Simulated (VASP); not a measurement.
# Pd (P6_3/mmc) in VASP: settings compared, part 2 of 2

VASP 6.6.1.

## 4. Vibrations by perturbation theory, PBE

The input, INCAR:

```
PREC = Accurate
ENCUT = 520
EDIFF = 1E-8
ISMEAR = -1
SIGMA = 0.05
LREAL = F
LASPH = T
NELM = 100
ALGO = Normal
ISIF = 2
LWAVE = F
LCHARG = F
GGA = PE
NBANDS = 17
IBRION = 8
NSW = 1
```

The input, KPOINTS:

```
regular mesh
0
Gamma
  8 8 5
```

The input, POSCAR:

```
Pd
1.0
    2.7836650458      0.0000000000      0.0000000000
   -1.3918325229      2.4107246453      0.0000000000
    0.0000000000      0.0000000000      4.6288930000
Pd
2
Direct
    0.3333333333      0.6666666667      0.2500000000
    0.6666666667      0.3333333333      0.7500000000
```

Potentials or basis: VASP PAW PBE potentials, release 64 (Pd).

The run is started by

```
$ cat potpaw_PBE.64/Pd/POTCAR > POTCAR
$ mpirun -np 1 vasp_std > vasp.out
```

OUTCAR:

```text
PREC = Accurate
   ENCUT = 520
   EDIFF = 1E-8
   ISMEAR = -1
   LREAL = F
   LASPH = T
   NELM = 100
   ISIF = 2
   GGA = PE
   IBRION = 8
   NSW = 1

 ion  position               nearest neighbor table
   1  0.333  0.667  0.250-   2 2.82   2 2.82   2 2.82   2 2.82   2 2.82   2 2.82
   2  0.667  0.333  0.750-   1 2.82   1 2.82   1 2.82   1 2.82   1 2.82   1 2.82

  LATTYP: Found a hexagonal cell.
 ALAT       =     2.7836650458
 C/A-ratio  =     1.6628771507

  Lattice vectors:

 A1 = (   2.7836650458,   0.0000000000,   0.0000000000)
 A2 = (  -1.3918325229,   2.4107246453,   0.0000000000)
 A3 = (   0.0000000000,   0.0000000000,   4.6288930000)

Analysis of symmetry for initial positions (statically):
=====================================================================
 Subroutine PRICEL returns:
 Original cell was already a primitive cell.

 Routine SETGRP: Setting up the symmetry group for a
 hexagonal supercell.

 Subroutine GETGRP returns: Found 24 space group operations
 (whereof 12 operations were pure point group operations)
 out of a pool of 24 trial point group operations.

The static configuration has the point symmetry D_3d.
 The point group associated with its full space group is D_6h.

Analysis of symmetry for dynamics (positions and initial velocities):
=====================================================================
 Subroutine PRICEL returns:
 Original cell was already a primitive cell.

[... 678 lines left out ...]

[... ionic steps 2 to 3 ...]

--------------------------------------- Ionic step        4  -------------------------------------------

------------------------ aborting loop because EDIFF is reached ----------------------------------------

[... ionic steps 5 to 5 ...]

--------------------------------------- Ionic step        6  -------------------------------------------

 Free energy of the ion-electron system (eV)
  ---------------------------------------------------
  ---------------------------------------------------
  free energy    TOTEN  =        -0.27574293 eV

  energy without entropy =       -0.27574293

------------------------ aborting loop because EDIFF is reached ----------------------------------------

 INTERNAL STRAIN TENSOR  FOR ION    1  DIRECTION 3   (eV/Angst):
 -----------------------------------------------------------------------------
    -0.00123  0.00000  0.00000
     0.00000 -0.00123 -0.00000
     0.00000 -0.00000  0.00807

 INTERNAL STRAIN TENSOR FOR ION    2 for displacements in x,y,z  (eV/Angst):
          X           Y           Z          XY          YZ          ZX
  --------------------------------------------------------------------------------
  x     0.00000     0.00000     0.00000     1.80184     0.00000     0.00000
  y     1.80184    -1.80184    -0.00000     0.00000     0.00000     0.00000
  z    -0.00000    -0.00000    -0.00000     0.00000    -0.00000     0.00000

 SECOND DERIVATIVES (NOT SYMMETRIZED)
 ------------------------------------
               1X          1Y          1Z          2X          2Y          2Z
  1X    -1.019273    0.000000    0.000000    1.019273    0.000000    0.000000
  1Y     0.000000   -1.019273    0.000000    0.000000    1.019273    0.000000
  1Z     0.000000    0.000000   -8.340171   -0.000000    0.000000    8.340171
  2X     1.019273    0.000000    0.000000   -1.019273    0.000000    0.000000
  2Y     0.000000    1.019273    0.000000    0.000000   -1.019273    0.000000
  2Z    -0.000000    0.000000    8.340171    0.000000    0.000000   -8.340171

 Eigenvectors and eigenvalues of the dynamical matrix
 ----------------------------------------------------

   1 f  =    6.189301 THz    38.888523 2PiTHz  206.452850 cm-1    25.596880 meV
             X         Y         Z           dx          dy          dz
     -0.000000  1.607150  1.157223     0.000000    0.000000    0.707107
      1.391833  0.803575  3.471670    -0.000000   -0.000000   -0.707107
[... 11 lines left out ...]
   4 f  =    0.000000 THz     0.000000 2PiTHz    0.000001 cm-1     0.000000 meV
             X         Y         Z           dx          dy          dz
     -0.000000  1.607150  1.157223    -0.035041   -0.208702    0.674697
      1.391833  0.803575  3.471670    -0.035041   -0.208702    0.674697

   5 f/i=    0.000000 THz     0.000000 2PiTHz    0.000001 cm-1     0.000000 meV
             X         Y         Z           dx          dy          dz
     -0.000000  1.607150  1.157223    -0.697121   -0.097973   -0.066511
      1.391833  0.803575  3.471670    -0.697121   -0.097973   -0.066511

   6 f/i=    0.000000 THz     0.000000 2PiTHz    0.000001 cm-1     0.000000 meV
             X         Y         Z           dx          dy          dz
     -0.000000  1.607150  1.157223    -0.113114    0.668465    0.200899
      1.391833  0.803575  3.471670    -0.113114    0.668465    0.200899

--------------------------------------------------------------------------------------------------------

 ELASTIC MODULI CONTR FROM IONIC RELAXATION (kBar)
 Direction    XX          YY          ZZ          XY          YZ          ZX
 --------------------------------------------------------------------------------
 XX        -164.2903    164.2903      0.0000      0.0000     -0.0000      0.0000
 YY         164.2903   -164.2903     -0.0000     -0.0000      0.0000      0.0000
 ZZ           0.0000     -0.0000     -0.0000     -0.0000     -0.0000      0.0000
 XY           0.0000     -0.0000     -0.0000   -164.2903     -0.0000      0.0000
 YZ          -0.0000      0.0000     -0.0000     -0.0000     -0.0000      0.0000
 ZX           0.0000      0.0000      0.0000      0.0000      0.0000      0.0000
 --------------------------------------------------------------------------------
```

It took 4.6 min on 1 thread of Intel Xeon 8259CL, shared host; peak memory 0.24 GiB.

What came out:

```yaml
Highest_phonon_frequency_at_Γ: 206 cm⁻¹
```

Phonon frequencies in cm⁻¹ (negative: imaginary):
```
              q point      frequencies
(0.000, 0.000, 0.000)  0 0 0 72 72 206
```

Caveat: the cell stands under pressure or tension, which shifts response properties.

## 5. Elastic constants, LDA

The input, INCAR:

```
PREC = Accurate
ENCUT = 600
EDIFF = 1E-8
ISMEAR = -1
SIGMA = 0.05
LREAL = False
LASPH = True
NELM = 100
ALGO = Normal
ISIF = 3
LWAVE = False
LCHARG = False
GGA = CA
NBANDS = 17
IBRION = 6
NFREE = 2
POTIM = 0.015
NSW = 1
```

KPOINTS is that of step 4.

POSCAR is that of step 4.

Potentials or basis: VASP PAW LDA potentials, release 64 (Pd).

The run is started by

```
$ cat potpaw_LDA.64/Pd/POTCAR > POTCAR
$ mpirun -np 1 vasp_std > vasp.out
```

OUTCAR:

```text
PREC = Accurate
   ENCUT = 600
   EDIFF = 1E-8
   ISMEAR = -1
   LREAL = False
   LASPH = True
   NELM = 100
   ISIF = 3
   GGA = CA
   IBRION = 6
   NFREE = 2
   POTIM = 0.015
   NSW = 1

 ion  position               nearest neighbor table
   1  0.333  0.667  0.250-   2 2.82   2 2.82   2 2.82   2 2.82   2 2.82   2 2.82
   2  0.667  0.333  0.750-   1 2.82   1 2.82   1 2.82   1 2.82   1 2.82   1 2.82

  LATTYP: Found a hexagonal cell.
 ALAT       =     2.7836650458
 C/A-ratio  =     1.6628771507

  Lattice vectors:

 A1 = (   2.7836650458,   0.0000000000,   0.0000000000)
 A2 = (  -1.3918325229,   2.4107246453,   0.0000000000)
 A3 = (   0.0000000000,   0.0000000000,   4.6288930000)

Analysis of symmetry for initial positions (statically):
[... 907 lines left out ...]
  z     0.00000    -0.00000     0.00000     0.00000     0.00000     0.00000

 INTERNAL STRAIN TENSOR FOR ION    2 for displacements in x,y,z  (eV/Angst):
          X           Y           Z          XY          YZ          ZX
  --------------------------------------------------------------------------------
  x     0.00000     0.00000     0.00000     1.39244     0.00000     0.00000
  y     1.39244    -1.39244    -0.00000     0.00000     0.00000     0.00000
  z    -0.00000     0.00000    -0.00000     0.00000     0.00000     0.00000

 Eigenvectors and eigenvalues of the dynamical matrix
 ----------------------------------------------------

   1 f  =    5.650258 THz    35.501615 2PiTHz  188.472305 cm-1    23.367577 meV
             X         Y         Z           dx          dy          dz
     -0.000000  1.607150  1.157223     0.000000    0.000000   -0.707107
      1.391833  0.803575  3.471670     0.000000    0.000000    0.707107
[... 16 lines left out ...]
   5 f  =    0.000000 THz     0.000000 2PiTHz    0.000000 cm-1     0.000000 meV
             X         Y         Z           dx          dy          dz
     -0.000000  1.607150  1.157223     0.000000   -0.000000    0.707107
      1.391833  0.803575  3.471670     0.000000    0.000000    0.707107

   6 f/i=    0.000000 THz     0.000000 2PiTHz    0.000000 cm-1     0.000000 meV
             X         Y         Z           dx          dy          dz
     -0.000000  1.607150  1.157223     0.556831    0.435820    0.000000
      1.391833  0.803575  3.471670     0.556831    0.435820    0.000000

--------------------------------------------------------------------------------------------------------

 ELASTIC MODULI CONTR FROM IONIC RELAXATION (kBar)
 Direction    XX          YY          ZZ          XY          YZ          ZX
 --------------------------------------------------------------------------------
 XX        -119.9375    119.9375      0.0000     -0.0000      0.0000      0.0000
 YY         119.9375   -119.9375     -0.0000      0.0000      0.0000      0.0000
 ZZ           0.0000     -0.0000     -0.0000      0.0000      0.0000      0.0000
 XY          -0.0000      0.0000      0.0000   -119.9375      0.0000      0.0000
 YZ           0.0000      0.0000      0.0000      0.0000      0.0000      0.0000
 ZX           0.0000      0.0000      0.0000      0.0000      0.0000      0.0000
 --------------------------------------------------------------------------------

 TOTAL ELASTIC MODULI (kBar)
 Direction    XX          YY          ZZ          XY          YZ          ZX
 --------------------------------------------------------------------------------
 XX        1981.6325   1353.2554   1159.0520     -0.0000      0.0000      0.0000
 YY        1353.2554   1981.6325   1159.0520      0.0000      0.0000      0.0000
 ZZ        1159.0520   1159.0520   2154.3966      0.0000      0.0000     -0.0000
 XY          -0.0000      0.0000      0.0000    314.1886     -0.0000      0.0000
 YZ           0.0000      0.0000      0.0000      0.0000    280.0031      0.0000
 ZX           0.0000      0.0000     -0.0000      0.0000      0.0000    280.0030
 --------------------------------------------------------------------------------
```

OSZICAR:

```text
N       E                     dE             d eps       ncg     rms          rms(c)
DAV:   1     0.118578492726E+03    0.11858E+03   -0.11433E+04  1020   0.130E+03
DAV:   2    -0.113857812500E+02   -0.12996E+03   -0.12241E+03  1060   0.269E+02
DAV:   3    -0.134078251949E+02   -0.20220E+01   -0.19999E+01  1252   0.371E+01
[... 181 lines left out ...]
DAV:   4    -0.127801441937E+02    0.12526E-03   -0.48938E-04  1436   0.128E-01    0.192E-02
DAV:   5    -0.127801365476E+02    0.76461E-05   -0.17266E-05  1526   0.301E-02    0.839E-03
DAV:   6    -0.127801350410E+02    0.15066E-05   -0.50770E-06  1560   0.127E-02    0.134E-03
DAV:   7    -0.127801349848E+02    0.56210E-07   -0.22416E-07  1641   0.280E-03    0.461E-04
DAV:   8    -0.127801349809E+02    0.38769E-08   -0.93540E-09  1057   0.647E-04
  17 F= -.12780135E+02 E0= -.12761152E+02  d E =-.379651E-01
```

stdout:

```text
POSCAR found type information on POSCAR Pd
 POSCAR found :  1 types and       2 ions
 scaLAPACK will be used
 LDA part: xc-table for (Slater(with rela. corr.)+CA(PZ))
 , standard interpolation
 POSCAR, INCAR and KPOINTS ok, starting setup
 FFT: planning ... GRIDC
 FFT: planning ... GRID_SOFT
 FFT: planning ... GRID
 WAVECAR not read
 entering main loop
 Found     2 degrees of freedom:
 Adding 6 more for cell shape distortion
 Finite differences POTIM= 0.01500 DOF=   8
 bond charge predicted
 Finite differences progress:
 bond charge predicted
 Finite differences progress:
 bond charge predicted
 Finite differences progress:
 bond charge predicted
 Finite differences progress:
 bond charge predicted
 Finite differences progress:
 bond charge predicted
 Finite differences progress:
 bond charge predicted
 Finite differences progress:
 bond charge predicted
 Finite differences progress:
 bond charge predicted
 Finite differences progress:
 bond charge predicted
 Finite differences progress:
 bond charge predicted
 Finite differences progress:
 bond charge predicted
 Finite differences progress:
 bond charge predicted
 Finite differences progress:
 bond charge predicted
 Finite differences progress:
 bond charge predicted
 Finite differences progress:
 bond charge predicted
 Finite differences progress:
```

It took 7.1 min on 1 thread of Intel Xeon 8259CL, shared host; peak memory 0.24 GiB.

What came out:

```yaml
Voigt_bulk_modulus: 150 GPa
Highest_phonon_frequency_at_Γ: 188 cm⁻¹
```

Phonon frequencies in cm⁻¹ (negative: imaginary):
```csv
q point,frequencies
"(0.000, 0.000, 0.000)",0 0 0 65 65 188
```

Elastic tensor in Voigt notation (GPa, in the Cartesian axes of the cell as first typed):
```
198 135 116   0   0   0
135 198 116   0   0   0
116 116 215   0   0   0
  0   0   0  28   0   0
  0   0   0   0  28   0
  0   0   0   0   0  31
```

Clamped-ion elastic tensor (GPa):
```
210 123 116   0   0   0
123 210 116   0   0   0
116 116 215   0   0   0
  0   0   0  28   0   0
  0   0   0   0  28   0
  0   0   0   0   0  43
```

Caveat: the cell is under stress, which shifts elastic constants.
